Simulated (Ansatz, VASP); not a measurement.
**Li2Si2B in VASP and in Ansatz**

File INCAR:

```
SYSTEM = Li2Si2B
PREC = Accurate
ENCUT = 520
EDIFF = 1E-7
ISMEAR = -1
SIGMA = 0.1
LREAL = .False.
LASPH = .True.
NELM = 100
ALGO = Normal
ISIF = 2
LWAVE = .False.
LCHARG = .False.
GGA = PE
NBANDS = 16
```

The input KPOINTS:

```
regular mesh
0
Gamma
  10 10 10
  0 0 0
```

File POSCAR:

```
Li2Si2B
1.0
    0.0000000000      3.6470030000      0.0000000000
    3.6470030000      0.0000000000      0.0000000000
    1.8235010000      1.8235010000     -4.5136170000
Si B Li
2 1 2
Direct
    0.3840000000      0.3840000000      0.2320000000
    0.6160000000      0.6160000000      0.7680000000
    0.0000000000      0.0000000000      0.0000000000
    0.7500000000      0.2500000000      0.5000000000
    0.2500000000      0.7500000000      0.5000000000
```

Input for Ansatz:

```yaml
crystal:
  lattice:
    - [0.0, 3.647003, 0.0]
    - [3.647003, 0.0, 0.0]
    - [1.823501, 1.823501, -4.513617]
  atoms:
    - { symbol: Si, position: [0.384, 0.384, 0.232] }
    - { symbol: Si, position: [0.616, 0.616, 0.768] }
    - { symbol: B, position: [0.0, 0.0, 0.0] }
    - { symbol: Li, position: [0.75, 0.25, 0.5] }
    - { symbol: Li, position: [0.25, 0.75, 0.5] }
  symmetry: { tolerance: 0.0003 }
kpoints:
  mp_grid: { grid: [10, 10, 10], shift: [0, 0, 0] }
  band_path:
    path:
      - [0.0, 0.0, 0.0]
      - [0.5, 0.5, 0.5]
      - [0.5, 0.5, 0.25]
      - [0.0, 0.5, 0.0]
      - [0.0, 0.0, 0.0]
      - [0.0, 0.0, -0.5]
      - [0.0, 0.41839198, -0.29080401]
      - [0.0, 0.58160802, 0.29080401]
      - [0.0, 0.0, 0.0]
      - [0.5, 0.5, 0.5]
      - [0.41839198, 0.58160802, 0.5]
    npoints: 6
magnetization:
  spin_polarized: false
scf:
  occupations: { method: fermi_dirac }
  lower_state_search: "off"
  max_iter: 200
hamiltonian:
  pseudopotentials: { kind: paw }
  xc: pbe
basis:
  ecutwfc: 420
  fft_grid_basis: typed
output:
  forces: true
  stress: true
  eigenvalues: true
  bader: true
  populations: true
  elf: true
  write_potential: true
  volumetric_format: npy
  dos:
    e_range: [-12, 8]
    de: 0.05
    projected: { site_lists: { B: [B], Li: [Li], Si: [Si] } }
checkpoint:
  read: saved_state
```

Alike in both runs: task single point; functional PBE; k mesh 10 × 10 × 10; no spin polarisation.

|  | VASP | Ansatz |
| --- | --- | --- |
| version | VASP 6.6.1 | Ansatz 0.2.0 |
| potentials or method | VASP PAW PBE potentials, release 64 (Si, B, Li_sv), cutoff 520 eV | PAW plane waves |
| occupations | fermi-dirac, width 0.1 eV | fermi-dirac |
| valence electrons in the cell | 17 | 17 |

VASP gave:

| Item | Value |
| --- | --- |
| rms of the force components (eV/Å) | 0.441 |

Q: Which values does Ansatz return?

A: rms of the force components (eV/Å): 0.422.

Atom by atom the forces differ by 0.019 eV/Å (rms over components).

Noted on VASP's run: the cutoff is short for stress, so the pressure is rough.
